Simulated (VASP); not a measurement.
# Ba (Fm-3m) in VASP: a series of runs

Runs on Ba. Level: r2SCAN. Tasks: single point.

Everything below comes from runs of VASP 6.6.1. Logs are shortened: lines on timing, memory, paths and dates and some standing lists are left out, and cuts for length are marked.

### Step 1. The cell of the first run

The structure is cubic, space group Fm-3m (No. 225). Conventional cell: a = 6.465 Å, b = 6.465 Å, c = 6.465 Å, α = 90.00°, β = 90.00°, γ = 90.00°.

### Step 2. Single point, r2SCAN

POSCAR

```
Ba
1.0
    0.0000000000      3.2326650028      3.2326650028
    3.2326650028      0.0000000000      3.2326650028
    3.2326650028      3.2326650028      0.0000000000
Ba
1
Direct
    0.0000000000      0.0000000000      0.0000000000
```

INCAR.step1

```
SYSTEM = Ba
PREC = Accurate ; ENCUT = 520
ISMEAR = -1 ; SIGMA = 0.1
LREAL = .FALSE. ; LASPH = .TRUE.
NELM = 100 ; NBANDS = 11
GGA = PE ; ALGO = Normal
EDIFF = 1E-4 ; LWAVE = .TRUE.
LCHARG = .FALSE.
```

INCAR.step2

```
SYSTEM = Ba
PREC = Accurate ; ENCUT = 520
EDIFF = 1E-7 ; ISMEAR = -1
SIGMA = 0.1 ; LREAL = .FALSE.
LASPH = .TRUE. ; NELM = 100
ALGO = Normal ; ISIF = 2
LWAVE = .FALSE. ; LCHARG = .TRUE.
METAGGA = R2SCAN ; LMIXTAU = .TRUE.
LELF = .TRUE. ; LVHAR = .TRUE.
NBANDS = 11 ; ISTART = 1
```

KPOINTS

```
regular mesh
0
G
  12 12 12
  0 0 0
```

Potentials or basis: VASP PAW PBE potentials, release 64 (Ba_sv).

Launch:

```bash
cat potpaw_PBE.64/Ba_sv/POTCAR > POTCAR
cp INCAR.step1 INCAR
mpirun -np 1 vasp_std > vasp.out
cp INCAR.step2 INCAR
mpirun -np 1 vasp_std > vasp.out
```

OUTCAR:

```text
SYSTEM = Ba
   PREC = Accurate
   ENCUT = 520
   EDIFF = 1E-7
   ISMEAR = -1
   LREAL = .FALSE.
   LASPH = .TRUE.
   NELM = 100
   ISIF = 2
   METAGGA = R2SCAN
   ISTART = 1

 ion  position               nearest neighbor table
   1  0.000  0.000  0.000-

  LATTYP: Found a face centered cubic cell.
 ALAT       =     6.4653300056

  Lattice vectors:

 A1 = (   0.0000000000,   3.2326650028,   3.2326650028)
 A2 = (   3.2326650028,   0.0000000000,   3.2326650028)
 A3 = (   3.2326650028,   3.2326650028,   0.0000000000)

Analysis of symmetry for initial positions (statically):
=====================================================================
 Subroutine PRICEL returns:
 Original cell was already a primitive cell.

 Routine SETGRP: Setting up the symmetry group for a
 face centered cubic supercell.

 Subroutine GETGRP returns: Found 48 space group operations
 (whereof 48 operations were pure point group operations)
 out of a pool of 48 trial point group operations.

The static configuration has the point symmetry O_h .

Analysis of symmetry for dynamics (positions and initial velocities):
=====================================================================
 Subroutine PRICEL returns:
 Original cell was already a primitive cell.

 Routine SETGRP: Setting up the symmetry group for a
 face centered cubic supercell.

 Subroutine GETGRP returns: Found 48 space group operations
 (whereof 48 operations were pure point group operations)
 out of a pool of 48 trial point group operations.

The dynamic configuration has the point symmetry O_h .

 Subroutine INISYM returns: Found 48 space group operations
 (whereof 48 operations are pure point group operations),
 and found     1 'primitive' translations

----------------------------------------------------------------------------------------

                                     Primitive cell

  volume of cell :      67.5635

  direct lattice vectors                    reciprocal lattice vectors
     0.000000000  3.232665003  3.232665003    -0.154671146  0.154671146  0.154671146
     3.232665003  0.000000000  3.232665003     0.154671146 -0.154671146  0.154671146
     3.232665003  3.232665003  0.000000000     0.154671146  0.154671146 -0.154671146

  length of vectors
     4.571678690  4.571678690  4.571678690     0.267898283  0.267898283  0.267898283

  position of ions in fractional coordinates (direct lattice)
     0.000000000  0.000000000  0.000000000

  ion indices of the primitive-cell ions
   primitive index   ion index
                 1           1

----------------------------------------------------------------------------------------

 KPOINTS: regular mesh

Automatic generation of k-mesh.
 Grid dimensions read from file:
 generate k-points for:   12   12   12

 Generating k-lattice:

  Cartesian coordinates                     Fractional coordinates (reciprocal lattice)
    -0.012889262  0.012889262  0.012889262     0.083333333  0.000000000  0.000000000
     0.012889262 -0.012889262  0.012889262     0.000000000  0.083333333  0.000000000
     0.012889262  0.012889262 -0.012889262     0.000000000  0.000000000  0.083333333

  Length of vectors
     0.022324857  0.022324857  0.022324857

  Shift w.r.t. Gamma in fractional coordinates (k-lattice)
     0.000000000  0.000000000  0.000000000

 Subroutine IBZKPT returns following result:
 ===========================================

 Found     72 irreducible k-points:

 Following reciprocal coordinates:
            Coordinates               Weight
  0.000000  0.000000  0.000000      1.000000
  0.083333  0.000000  0.000000      8.000000
  0.166667  0.000000  0.000000      8.000000
  0.250000  0.000000  0.000000      8.000000
  0.333333  0.000000  0.000000      8.000000
  0.416667  0.000000  0.000000      8.000000
[... 16 lines left out ...]
  0.500000  0.166667  0.000000     24.000000
 -0.416667  0.166667  0.000000     24.000000
 [... further k-points ...]
   k-points           NKPTS =     72   k-points in BZ     NKDIM =     72   number of bands    NBANDS=     11
   number of dos      NEDOS =    301   number of ions     NIONS =      1
   total plane-waves  NPLWV =  46656
   dimension x,y,z NGX =    36 NGY =   36 NGZ =   36
   dimension x,y,z NGXF=    72 NGYF=   72 NGZF=   72
   ions per type =               1
   NGX,Y,Z   is equivalent  to a cutoff of  13.09, 13.09, 13.09 a.u.
   NGXF,Y,Z  is equivalent  to a cutoff of  26.18, 26.18, 26.18 a.u.
 SYSTEM =  Ba
   PREC   = accura    normal or accurate (medium, high low for compatibility)
   ISTART =      1    job   : 0-new  1-cont  2-samecut
   ICHARG =      0    charge: 1-file 2-atom 10-const
   ISPIN  =      1    spin polarized calculation?
   LNONCOLLINEAR =      F non collinear calculations
   LSORBIT =      F    spin-orbit coupling
   LASPH  =      T    aspherical Exc in radial PAW
   ENCUT  =  520.0 eV  38.22 Ry    6.18 a.u.   8.50  8.50  8.50*2*pi/ulx,y,z
   NELM   =    100;   NELMIN=  2; NELMDL=  0     # of ELM steps
   EDIFF  = 0.1E-06   stopping-criterion for ELM
   LREAL  =      F    real-space projection
   EDIFFG = 0.1E-05   stopping-criterion for IOM
   NSW    =      0    number of steps for IOM
   IBRION =     -1    ionic relax: 0-MD 1-quasi-New 2-CG
   NFREE  =      0    steps in history (QN), initial steepest desc. (CG)
   ISIF   =      2    stress and relaxation
   ISYM   =      2    0-nonsym 1-usesym 2-fastsym
   POTIM  = 0.5000    time-step for ionic-motion
   TEBEG  =    0.0;   TEEND  =   0.0 temperature during run
   PSTRESS=    0.0 pullay stress
   NELECT =      10.0000    total number of electrons
   NUPDOWN=      -1.0000    fix difference up-down
   EMIN   =  10.00;   EMAX   =-10.00  energy-range for DOS
   EFERMI =   0.00;   METHOD = LEGACY
   ISMEAR =    -1;   SIGMA  =   0.10  broadening in eV -4-tet -1-fermi 0-gaus
   EFERMI_NEDOS =   21; number of points for ismear=-14 and -15
   IALGO  =     38    algorithm
   IMIX   =      4    mixing-type and parameters
     AMIX     =   0.40;   BMIX     =  1.00
     AMIX_MAG =   1.60;   BMIX_MAG =  1.00
  volume/ion in A,a.u.               =      67.56       455.94
  Fermi-wavevector in a.u.,A,eV,Ry     =   0.865973  1.636451 10.203124  0.749908
  Thomas-Fermi vector in A             =   1.984294
   LORBIT       =      0    0 simple, 1 ext, 2 COOP (PROOUT), +10 PAW based schemes
   METAGGA = R2SCAN    functional components
   LHFCALC =     F    Hartree Fock is set to
   AEXX    =    0.0000 exact exchange contribution
   IVDW    =     0    specifies the selected vdW correction
   LEPSILON=     F    determine dielectric tensor
   LRPA    =     F    only Hartree local field effects (RPA)
 non-spin polarized calculation
  energy-cutoff  :      520.00
  volume of cell :       67.56
 maximum number of plane-waves:      1853
 NGX is ok and might be reduce to    36
   NGX = 17   NGY = 17   NGZ = 17

 number of electron      10.0000000 magnetization

 Free energy of the ion-electron system (eV)
  ---------------------------------------------------
  ext. energy  EPLUGINS =         0.00000000
  ---------------------------------------------------
  free energy    TOTEN  =       -26.42496922 eV

  energy without entropy =      -26.37219542  energy(sigma->0) =      -26.39858232

 E-fermi :   1.5701     XC(G=0):  -7.5999

 val. band max:        1.5592649004   @ k =   0.5000   0.4167   0.0000
 cond. band min:       1.5818583078   @ k =   0.4167   0.4167   0.0000
 fundamental gap:      0.0225934074
 Fermi energy:         1.5700690644

 k-point     1 :       0.0000    0.0000    0.0000
  band No.  band energies     occupation
      1     -28.5239      2.00000
      2     -13.0912      2.00000
      3     -13.0912      2.00000
      4     -13.0912      2.00000
      5      -1.3601      2.00000
      6       3.5055      0.00000
      7       3.5055      0.00000
      8       3.5055      0.00000
      9       5.0149      0.00000
     10       5.0149      0.00000
     11       7.6130      0.00000

 k-point     2 :       0.0833    0.0000    0.0000
  band No.  band energies     occupation
      1     -28.5218      2.00000
      2     -13.1183      2.00000
      3     -13.0945      2.00000
      4     -13.0945      2.00000
      5      -1.2405      2.00000
      6       3.3374      0.00000
      7       3.5620      0.00000
      8       3.5620      0.00000
      9       4.9317      0.00000
     10       4.9317      0.00000
     11       7.9189      0.00000

 k-point     3 :       0.1667    0.0000    0.0000
  band No.  band energies     occupation
      1     -28.5159      2.00000
      2     -13.1912      2.00000
      3     -13.1036      2.00000
      4     -13.1036      2.00000
      5      -0.9019      2.00000
      6       2.9694      0.00000
      7       3.6695      0.00000
      8       3.6695      0.00000
      9       4.8141      0.00000
     10       4.8141      0.00000
     11       8.3035      0.00000

 k-point     4 :       0.2500    0.0000    0.0000
  band No.  band energies     occupation
      1     -28.5079      2.00000
      2     -13.2882      2.00000
      3     -13.1159      2.00000
      4     -13.1159      2.00000
      5      -0.4081      2.00000
      6       2.6050      0.00006
      7       3.6538      0.00000
      8       3.6538      0.00000
      9       4.9467      0.00000
     10       4.9467      0.00000
     11       7.8000      0.00000
[... 239 lines left out ...]
 k-point    22 :       0.4167    0.1667    0.0000
  band No.  band energies     occupation
      1     -28.4932      2.00000
      2     -13.3950      2.00000
      3     -13.1777      2.00000
      4     -13.1622      2.00000
      5       0.6094      1.99987
      6       2.0981      0.01013
      7       2.9251      0.00000
      8       3.8625      0.00000
      9       5.3917      0.00000
     10       6.0669      0.00000
     11       7.9150      0.00000

 k-point    23 :       0.5000    0.1667    0.0000
  band No.  band energies     occupation
      1     -28.4891      2.00000
      2     -13.4346      2.00000
      3     -13.1978      2.00000
      4     -13.1620      2.00000
      5       0.9655      1.99528
      6       2.0049      0.02553
      7       2.8955      0.00000
      8       3.7319      0.00000
      9       6.0081      0.00000
     10       6.1707      0.00000
     11       7.3452      0.00000

 k-point    24 :      -0.4167    0.1667    0.0000
  band No.  band energies     occupation
      1     -28.4885      2.00000
      2     -13.4378      2.00000
      3     -13.2105      2.00000
      4     -13.1541      2.00000
      5       1.0398      1.99009
      6       2.0323      0.01948
      7       2.8751      0.00000
      8       3.6747      0.00000
      9       5.7925      0.00000
     10       6.3823      0.00000
     11       7.3467      0.00000

 [... further k-points ...]
[... 5 lines left out ...]
  --------------------------------------------------------------------------------------
  -------------------------------------------------------------------------------------
  Total       -0.0017716     -0.0017716     -0.0017716     -0.0000000     -0.0000000     -0.0000000
  in kB       -0.0420107     -0.0420107     -0.0420107     -0.0000000     -0.0000000     -0.0000000
  external PRESSURE =      -0.0420107 kB  Pullay stress =       0.0000000 kB

 VOLUME and BASIS-vectors are now :
 -----------------------------------------------------------------------------
  energy-cutoff  :      520.00
  volume of cell :       67.56
      direct lattice vectors                 reciprocal lattice vectors
     0.000000000  3.232665003  3.232665003    -0.154671146  0.154671146  0.154671146
     3.232665003  0.000000000  3.232665003     0.154671146 -0.154671146  0.154671146
     3.232665003  3.232665003  0.000000000     0.154671146  0.154671146 -0.154671146

 POSITION                                       TOTAL-FORCE (eV/Angst)
 -----------------------------------------------------------------------------------
      0.00000      0.00000      0.00000         0.000000     -0.000000      0.000000
 -----------------------------------------------------------------------------------
    total drift:                               -0.000000     -0.000000     -0.000000

  FREE ENERGIE OF THE ION-ELECTRON SYSTEM (eV)
  ---------------------------------------------------
  free  energy   TOTEN  =       -26.4249692176 eV

  energy  without entropy=      -26.3721954159  energy(sigma->0) =      -26.39858232
```

Wall time 4.2 min (1 thread of AMD EPYC 9R45 (Zen 5), shared host); peak memory 0.21 GiB.

What came out:

* Free energy: -26.4250 eV
* Pressure: 0.0 GPa
* Band gap on the k mesh: zero (band 5 reaches 1.64 eV, above the bottom of band 6 at 1.49 eV)

Levels at points of the mesh, in eV from the Fermi level:
```csv
k point,band 2,band 3,band 4,band 5,band 6,band 7,band 8,band 9
"(0.00, 0.00, 0.00)",-14.66,-14.66,-14.66,-2.93,1.94,1.94,1.94,3.44
"(0.50, 0.00, 0.00)",-15.04,-14.71,-14.71,-0.93,0.77,1.75,1.75,4.55
"(0.50, 0.50, 0.00)",-15.02,-14.80,-14.80,-0.82,-0.08,1.82,4.57,4.89
```

Caveat: the PAW data sets were made with another functional, which shifts forces and pressure a little; spin-orbit coupling is left out, which moves the levels of the heavy elements.

### Step 3. Single point, r2SCAN

POSCAR is that of step 2.

INCAR.step1

```
ALGO = Normal
EDIFF = 1E-4
ENCUT = 520
GGA = PE
ISMEAR = -1
LASPH = T
LCHARG = F
LREAL = F
LWAVE = T
NBANDS = 11
NELM = 60
PREC = Accurate
SIGMA = 0.1
```

INCAR.step2

```
ALGO = Normal
EDIFF = 1E-6
ENCUT = 520
ISIF = 2
ISMEAR = -1
ISTART = 1
LASPH = T
LCHARG = T
LELF = T
LMIXTAU = T
LREAL = F
LVHAR = T
LWAVE = F
METAGGA = R2SCAN
NBANDS = 11
NELM = 60
PREC = Accurate
SIGMA = 0.1
```

KPOINTS

```
k-points
0
Gamma
  12 12 12
```

Potentials or basis: VASP PAW PBE potentials, release 64 (Ba_sv).

Launch:

```bash
cat potpaw_PBE.64/Ba_sv/POTCAR > POTCAR
cp INCAR.step1 INCAR
mpirun -np 1 vasp_std > vasp.out
cp INCAR.step2 INCAR
mpirun -np 1 vasp_std > vasp.out
```

Wall time 4.6 min (1 thread of AMD EPYC 9R45 (Zen 5), shared host); peak memory 0.2 GiB.

The run converged. Its results:

| Property | Result |
| --- | --- |
| Free energy | -26.4250 eV |
| Pressure | 0.0 GPa |
| Band gap on the k mesh | zero (band 5 reaches 1.64 eV, above the bottom of band 6 at 1.49 eV) |

Levels at points of the mesh, in eV from the Fermi level:
| k point | band 2 | band 3 | band 4 | band 5 | band 6 | band 7 | band 8 | band 9 |
| --- | --- | --- | --- | --- | --- | --- | --- | --- |
| (0.00, 0.00, 0.00) | -14.66 | -14.66 | -14.66 | -2.93 | 1.94 | 1.94 | 1.94 | 3.44 |
| (0.50, 0.00, 0.00) | -15.04 | -14.71 | -14.71 | -0.93 | 0.77 | 1.75 | 1.75 | 4.55 |
| (0.50, 0.50, 0.00) | -15.02 | -14.80 | -14.80 | -0.82 | -0.08 | 1.82 | 4.57 | 4.89 |

Caveat: the PAW data sets were made with another functional, which shifts forces and pressure a little; spin-orbit coupling is left out, which moves the levels of the heavy elements.
